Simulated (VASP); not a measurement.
# P (Im-3m) in VASP: a series of runs, part 2 of 2

VASP 6.6.1. The steps go on from the part before.

### 4 Single point, PBEsol

This run uses another cell than the first one, of 10.53 Å³/atom.

The input, INCAR:

```
PREC = Accurate
ENCUT = 500
EDIFF = 1E-6
ISMEAR = 0
SIGMA = 0.1
LREAL = False
LASPH = True
NELM = 120
ALGO = Normal
ISIF = 2
LWAVE = False
LCHARG = True
GGA = PS
LELF = True
LVHAR = True
NBANDS = 8
GGA_COMPAT = False
```

The input, KPOINTS:

```
regular mesh
0
Gamma
  24 24 24
```

The input, POSCAR:

```
P
1.0
   -1.3806384350      1.3806384350      1.3806384350
    1.3806384350     -1.3806384350      1.3806384350
    1.3806384350      1.3806384350     -1.3806384350
P
1
Direct
    0.0000000000      0.0000000000      0.0000000000
```

Potentials or basis: VASP PAW PBE potentials, release 64 (P).

The run is started by

```sh
$ cat potpaw_PBE.64/P/POTCAR > POTCAR
$ mpirun -np 1 vasp_std > vasp.out
```

OUTCAR:

```text
PREC = Accurate
   ENCUT = 500
   EDIFF = 1E-6
   ISMEAR = 0
   LREAL = False
   LASPH = True
   NELM = 120
   ISIF = 2
   GGA = PS

 ion  position               nearest neighbor table
   1  0.000  0.000  0.000-

  LATTYP: Found a body centered cubic cell.
 ALAT       =     2.7612768700

  Lattice vectors:

 A1 = (  -1.3806384350,   1.3806384350,   1.3806384350)
 A2 = (   1.3806384350,  -1.3806384350,   1.3806384350)
 A3 = (   1.3806384350,   1.3806384350,  -1.3806384350)

Analysis of symmetry for initial positions (statically):
=====================================================================
 Subroutine PRICEL returns:
 Original cell was already a primitive cell.

 Routine SETGRP: Setting up the symmetry group for a
 body centered cubic supercell.

 Subroutine GETGRP returns: Found 48 space group operations
 (whereof 48 operations were pure point group operations)
 out of a pool of 48 trial point group operations.

The static configuration has the point symmetry O_h .

Analysis of symmetry for dynamics (positions and initial velocities):
=====================================================================
 Subroutine PRICEL returns:
 Original cell was already a primitive cell.

 Routine SETGRP: Setting up the symmetry group for a
 body centered cubic supercell.

 Subroutine GETGRP returns: Found 48 space group operations
 (whereof 48 operations were pure point group operations)
 out of a pool of 48 trial point group operations.

The dynamic configuration has the point symmetry O_h .

 Subroutine INISYM returns: Found 48 space group operations
 (whereof 48 operations are pure point group operations),
 and found     1 'primitive' translations

----------------------------------------------------------------------------------------

                                     Primitive cell

  volume of cell :      10.5269

  direct lattice vectors                    reciprocal lattice vectors
    -1.380638435  1.380638435  1.380638435     0.000000000  0.362151297  0.362151297
     1.380638435 -1.380638435  1.380638435     0.362151297  0.000000000  0.362151297
     1.380638435  1.380638435 -1.380638435     0.362151297  0.362151297  0.000000000

  length of vectors
     2.391335916  2.391335916  2.391335916     0.512159276  0.512159276  0.512159276

  position of ions in fractional coordinates (direct lattice)
     0.000000000  0.000000000  0.000000000

  ion indices of the primitive-cell ions
   primitive index   ion index
                 1           1

----------------------------------------------------------------------------------------

 KPOINTS: regular mesh

Automatic generation of k-mesh.
 Grid dimensions read from file:
 generate k-points for:   24   24   24

 Generating k-lattice:

  Cartesian coordinates                     Fractional coordinates (reciprocal lattice)
     0.000000000  0.015089637  0.015089637     0.041666667  0.000000000  0.000000000
     0.015089637  0.000000000  0.015089637     0.000000000  0.041666667  0.000000000
     0.015089637  0.015089637  0.000000000     0.000000000  0.000000000  0.041666667

  Length of vectors
     0.021339970  0.021339970  0.021339970

  Shift w.r.t. Gamma in fractional coordinates (k-lattice)
     0.000000000  0.000000000  0.000000000

 Subroutine IBZKPT returns following result:
 ===========================================

 Found    413 irreducible k-points:

 Following reciprocal coordinates:
            Coordinates               Weight
  0.000000  0.000000  0.000000      1.000000
  0.041667  0.000000  0.000000     12.000000
  0.083333  0.000000  0.000000     12.000000
  0.125000  0.000000  0.000000     12.000000
  0.166667  0.000000  0.000000     12.000000
  0.208333  0.000000  0.000000     12.000000
[... 16 lines left out ...]
  0.416667  0.041667  0.000000     48.000000
  0.458333  0.041667  0.000000     48.000000
 [... further k-points ...]
   k-points           NKPTS =    413   k-points in BZ     NKDIM =    413   number of bands    NBANDS=      8
   number of dos      NEDOS =    301   number of ions     NIONS =      1
   total plane-waves  NPLWV =   5832
   dimension x,y,z NGX =    18 NGY =   18 NGZ =   18
   dimension x,y,z NGXF=    36 NGYF=   36 NGZF=   36
   ions per type =               1
   NGX,Y,Z   is equivalent  to a cutoff of  12.51, 12.51, 12.51 a.u.
   NGXF,Y,Z  is equivalent  to a cutoff of  25.03, 25.03, 25.03 a.u.
 SYSTEM =  unknown system
   PREC   = accura    normal or accurate (medium, high low for compatibility)
   ISTART =      0    job   : 0-new  1-cont  2-samecut
   ICHARG =      2    charge: 1-file 2-atom 10-const
   ISPIN  =      1    spin polarized calculation?
   LNONCOLLINEAR =      F non collinear calculations
   LSORBIT =      F    spin-orbit coupling
   LASPH  =      T    aspherical Exc in radial PAW
   ENCUT  =  500.0 eV  36.75 Ry    6.06 a.u.   4.36  4.36  4.36*2*pi/ulx,y,z
   NELM   =    120;   NELMIN=  2; NELMDL= -5     # of ELM steps
   EDIFF  = 0.1E-05   stopping-criterion for ELM
   LREAL  =      F    real-space projection
   EDIFFG = 0.1E-04   stopping-criterion for IOM
   NSW    =      0    number of steps for IOM
   IBRION =     -1    ionic relax: 0-MD 1-quasi-New 2-CG
   NFREE  =      0    steps in history (QN), initial steepest desc. (CG)
   ISIF   =      2    stress and relaxation
   ISYM   =      2    0-nonsym 1-usesym 2-fastsym
   POTIM  = 0.5000    time-step for ionic-motion
   TEBEG  =    0.0;   TEEND  =   0.0 temperature during run
   PSTRESS=    0.0 pullay stress
   NELECT =       5.0000    total number of electrons
   NUPDOWN=      -1.0000    fix difference up-down
   EMIN   =  10.00;   EMAX   =-10.00  energy-range for DOS
   EFERMI =   0.00;   METHOD = LEGACY
   ISMEAR =     0;   SIGMA  =   0.10  broadening in eV -4-tet -1-fermi 0-gaus
   EFERMI_NEDOS =   21; number of points for ismear=-14 and -15
   IALGO  =     38    algorithm
   IMIX   =      4    mixing-type and parameters
     AMIX     =   0.40;   BMIX     =  1.00
     AMIX_MAG =   1.60;   BMIX_MAG =  1.00
  volume/ion in A,a.u.               =      10.53        71.04
  Fermi-wavevector in a.u.,A,eV,Ry     =   1.277316  2.413776 22.198383  1.631535
  Thomas-Fermi vector in A             =   2.409922
   LORBIT       =      0    0 simple, 1 ext, 2 COOP (PROOUT), +10 PAW based schemes
   GGA     = PS    functional components
   LHFCALC =     F    Hartree Fock is set to
   AEXX    =    0.0000 exact exchange contribution
   IVDW    =     0    specifies the selected vdW correction
   LEPSILON=     F    determine dielectric tensor
   LRPA    =     F    only Hartree local field effects (RPA)
 non-spin polarized calculation
 Gauss-broadening in eV      SIGMA  =   0.10
  energy-cutoff  :      500.00
  volume of cell :       10.53
 maximum number of plane-waves:       277
 NGX is ok and might be reduce to    18
   NGX =  9   NGY =  9   NGZ =  9

 number of electron       5.0000001 magnetization

 Free energy of the ion-electron system (eV)
  ---------------------------------------------------
  ext. energy  EPLUGINS =         0.00000000
  ---------------------------------------------------
  free energy    TOTEN  =        -4.83884782 eV

  energy without entropy =       -4.83699435  energy(sigma->0) =       -4.83792108

 E-fermi :  15.0168     XC(G=0): -12.9773

 val. band max:       15.0150076605   @ k =   0.2917   0.2917   0.0833
 cond. band min:      15.0443021965   @ k =  -0.2917   0.2917   0.2500
 fundamental gap:      0.0292945360
 Fermi energy:        15.0167545644

 k-point     1 :       0.0000    0.0000    0.0000
  band No.  band energies     occupation
      1      -5.1637      2.00000
      2      25.5545      0.00000
      3      25.5545      0.00000
      4      25.5545      0.00000
      5      27.7882      0.00000
      6      27.7882      0.00000
      7      27.7882      0.00000
      8      32.5373      0.00000
[... 243 lines left out ...]
 k-point    24 :       0.4583    0.0417    0.0000
  band No.  band energies     occupation
      1       3.3128      2.00000
      2       4.9031      2.00000
      3      18.1673      0.00000
      4      20.6778      0.00000
      5      23.2314      0.00000
      6      25.1015      0.00000
      7      36.7941      0.00000
      8      37.6724      0.00000

 [... further k-points ...]

------------------------ aborting loop because EDIFF is reached ----------------------------------------

  FORCE on cell =-STRESS in cart. coord.  units (eV):
  Direction    XX          YY          ZZ          XY          YZ          ZX
  --------------------------------------------------------------------------------------
  -------------------------------------------------------------------------------------
  Total        3.1601567      3.1601567      3.1601567      0.0000000      0.0000000      0.0000000
  in kB      480.9714890    480.9714890    480.9714890      0.0000000      0.0000000      0.0000000
  external PRESSURE =     480.9714890 kB  Pullay stress =       0.0000000 kB

 VOLUME and BASIS-vectors are now :
 -----------------------------------------------------------------------------
  energy-cutoff  :      500.00
  volume of cell :       10.53
      direct lattice vectors                 reciprocal lattice vectors
    -1.380638435  1.380638435  1.380638435     0.000000000  0.362151297  0.362151297
     1.380638435 -1.380638435  1.380638435     0.362151297  0.000000000  0.362151297
     1.380638435  1.380638435 -1.380638435     0.362151297  0.362151297  0.000000000

 POSITION                                       TOTAL-FORCE (eV/Angst)
 -----------------------------------------------------------------------------------
      0.00000      0.00000      0.00000         0.000000      0.000000      0.000000
 -----------------------------------------------------------------------------------
    total drift:                                0.000000     -0.000000      0.000000

  FREE ENERGIE OF THE ION-ELECTRON SYSTEM (eV)
  ---------------------------------------------------
  free  energy   TOTEN  =        -4.8388478175 eV

  energy  without entropy=       -4.8369943472  energy(sigma->0) =       -4.83792108
```

OSZICAR:

```text
N       E                     dE             d eps       ncg     rms          rms(c)
DAV:   1    -0.328622535408E+00   -0.32862E+00   -0.23011E+03  7304   0.453E+02
DAV:   2    -0.482555370854E+01   -0.44969E+01   -0.43226E+01  9880   0.464E+01
DAV:   3    -0.485211117090E+01   -0.26557E-01   -0.26539E-01  7184   0.393E+00
DAV:   4    -0.485212925135E+01   -0.18080E-04   -0.18080E-04 10832   0.109E-01
DAV:   5    -0.485212925285E+01   -0.15048E-08   -0.38532E-08  7248   0.844E-04    0.702E+00
DAV:   6    -0.484342409280E+01    0.87052E-02   -0.27367E-03  7144   0.289E-01    0.408E+00
DAV:   7    -0.483886173289E+01    0.45624E-02   -0.51202E-03  7168   0.399E-01    0.819E-02
DAV:   8    -0.483884722087E+01    0.14512E-04   -0.21525E-05  8416   0.337E-02    0.197E-02
DAV:   9    -0.483884781747E+01   -0.59660E-06   -0.80610E-07  8008   0.601E-03
   1 F= -.48388478E+01 E0= -.48379211E+01  d E =-.185347E-02
```

Run time: 36 s. Hardware: 1 thread of Intel Xeon Platinum 8375C at 2.90GHz (Ice Lake), shared host; peak memory 0.13 GiB.

What came out:

```
Free energy            : -4.8388 eV
Pressure               : 48.1 GPa
Band gap on the k mesh : zero (an odd number of electrons rules out a gap without spin polarisation)
```

Levels at points of the mesh, in eV from the Fermi level:
| k point | band 1 | band 2 | band 3 | band 4 | band 5 | band 6 | band 7 | band 8 |
| --- | --- | --- | --- | --- | --- | --- | --- | --- |
| (0.00, 0.00, 0.00) | -20.18 | 10.54 | 10.54 | 10.54 | 12.77 | 12.77 | 12.77 | 17.52 |
| (0.50, 0.00, 0.00) | -11.23 | -10.71 | 3.59 | 6.82 | 6.97 | 9.56 | 22.27 | 23.00 |
| (0.50, 0.50, 0.50) | -3.51 | -3.51 | -3.51 | -1.54 | 0.50 | 0.50 | 27.71 | 27.71 |

Caveat: the cell stands under pressure; the PAW data sets were made with another functional, which shifts forces and pressure a little; an odd number of electrons without spin polarisation forces a metal; a magnetic or distorted state may lie lower.

### 5 Single point, PBEsol

This run uses another cell than the first one, of 13.66 Å³/atom.

The input, INCAR:

```
  ALGO = Normal
  EDIFF = 1E-6
  ENCUT = 500
  GGA = PS
  GGA_COMPAT = F
  ISIF = 2
  ISMEAR = 0
  LASPH = T
  LCHARG = T
  LELF = T
  LREAL = F
  LVHAR = T
  LWAVE = F
  NBANDS = 8
  NELM = 120
  PREC = Accurate
  SIGMA = 0.1
```

The input, KPOINTS:

```
k-points
0
Gamma
  24 24 24
```

The input, POSCAR:

```
P
1.0
   -1.5059899670      1.5059899670      1.5059899670
    1.5059899670     -1.5059899670      1.5059899670
    1.5059899670      1.5059899670     -1.5059899670
P
1
Direct
    0.0000000000      0.0000000000      0.0000000000
```

The run is started by

```sh
$ cat potpaw_PBE.64/P/POTCAR > POTCAR
$ mpirun -np 1 vasp_std > vasp.out
```

Wall time 44 s (1 thread of Intel Xeon Platinum 8375C at 2.90GHz (Ice Lake), shared host); peak memory 0.14 GiB.

The run converged. Its results:

| Quantity | Value |
| --- | --- |
| Free energy | -5.2209 eV |
| Pressure | 0.2 GPa |
| Band gap on the k mesh | zero (an odd number of electrons rules out a gap without spin polarisation) |

Levels at points of the mesh, in eV from the Fermi level:
```csv
k point,band 1,band 2,band 3,band 4,band 5,band 6
"(0.00, 0.00, 0.00)",-16.87,7.61,7.61,7.61,12.17,12.17
"(0.50, 0.00, 0.00)",-10.07,-8.21,2.63,5.52,7.35,8.40
"(0.50, 0.50, 0.50)",-3.82,-2.69,-2.69,-2.69,2.17,2.17
```

Caveat: the PAW data sets were made with another functional, which shifts forces and pressure a little; an odd number of electrons without spin polarisation forces a metal; a magnetic or distorted state may lie lower.

### 6 Summary

```tsv
cell	gap on the mesh (eV)	pressure (GPa)
a = 2.249 Å, angles 109.5°, 1 atom	none	120.0
a = 2.391 Å, angles 109.5°, 1 atom	none	48.1
a = 2.608 Å, angles 109.5°, 1 atom	none	0.2
```

Alike in all rows: task single point; level PBEsol; potentials or basis VASP PAW PBE potentials, release 64 (P); no spin polarisation; k mesh 24 × 24 × 24; cutoff (eV) 500; smearing gaussian 0.1 eV.

Caveats: the PAW data sets were made with another functional, which shifts forces and pressure a little; an odd number of electrons without spin polarisation forces a metal; a magnetic or distorted state may lie lower; the cell stands under pressure (at least some runs).

Total energies depend on the potentials used, so only differences within one code and one set of settings carry meaning.

The gap in the log of VASP goes by the Fermi energy; the results here count the filled bands.